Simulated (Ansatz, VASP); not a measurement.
**TaN in VASP and in Ansatz**

Contents of INCAR:

```
SYSTEM = TaN
PREC = Accurate
ENCUT = 600
EDIFF = 1E-6
ISMEAR = 0
SIGMA = 0.15
LREAL = .FALSE.
LASPH = .TRUE.
NELM = 120
ALGO = Normal
ISIF = 2
LWAVE = .FALSE.
LCHARG = .TRUE.
GGA = CA
LELF = .TRUE.
LVHAR = .TRUE.
NBANDS = 16
GGA_COMPAT = .FALSE.
```

KPOINTS

```
regular mesh
0
G
  18 18 18
  0 0 0
```

The input POSCAR:

```
TaN
1.0
    0.0000000000      2.1738356505      2.1738356505
    2.1738356505      0.0000000000      2.1738356505
    2.1738356505      2.1738356505      0.0000000000
Ta N
1 1
Direct
    0.4967417379      0.5032582621      0.5032582621
    0.0420914985     -0.0420914985     -0.0420914985
```

Input for Ansatz:

```yaml
crystal:
  lattice:
    - [0.0, 2.1738356505, 2.1738356505]
    - [2.1738356505, 0.0, 2.1738356505]
    - [2.1738356505, 2.1738356505, 0.0]
  atoms:
    - { symbol: Ta, position: [0.4967417379, 0.5032582621, 0.5032582621] }
    - { symbol: "N", position: [0.0420914985, -0.0420914985, -0.0420914985] }
basis:
  ecutwfc: 520.0
kpoints:
  mp_grid: { grid: [18, 18, 18] }
hamiltonian:
  xc: lda
  pseudopotentials: { kind: paw, azcp: { folder: soft_1 } }
scf:
  occupations: { method: gaussian, width: 0.15 }
output:
  forces: true
  stress: true
  eigenvalues: true
```

Change from the starting cell: mode 4 frozen in at -0.183 Å and mode 6 at +0.000 Å (largest displacements).

Alike in both runs: task single point; functional LDA; k mesh 18 × 18 × 18; occupations gaussian, width 0.15 eV; no spin polarisation.

|  | VASP | Ansatz |
| --- | --- | --- |
| version | VASP 6.6.1 | Ansatz 0.2.0 |
| potentials or method | VASP PAW LDA potentials, release 64 (Ta_sv_GW, N), cutoff 600 eV | scalar-relativistic, plane waves, PAW |
| valence electrons in the cell | 18 | 18 |

```csv
,VASP,Ansatz,Ansatz less VASP
gap on the k mesh at the Fermi level (eV),none,none,-
pressure (GPa),8.8,7.4,-1.48
"traceless stress, the component that is largest in VASP (GPa)",14.81,14.60,-0.209
rms of the force components (eV/Å),1.326,1.303,-0.0227
```

Ansatz warns that its potentials were made for another functional, while VASP's fit it. LDA's correlation is that of Perdew and Zunger in VASP and of Perdew and Wang (1992) in Ansatz. Atom by atom the forces differ by 0.023 eV/Å (rms over components). A gap of «none» marks a metal or a gap that the smearing closes.

Neither program's run includes spin-orbit coupling.
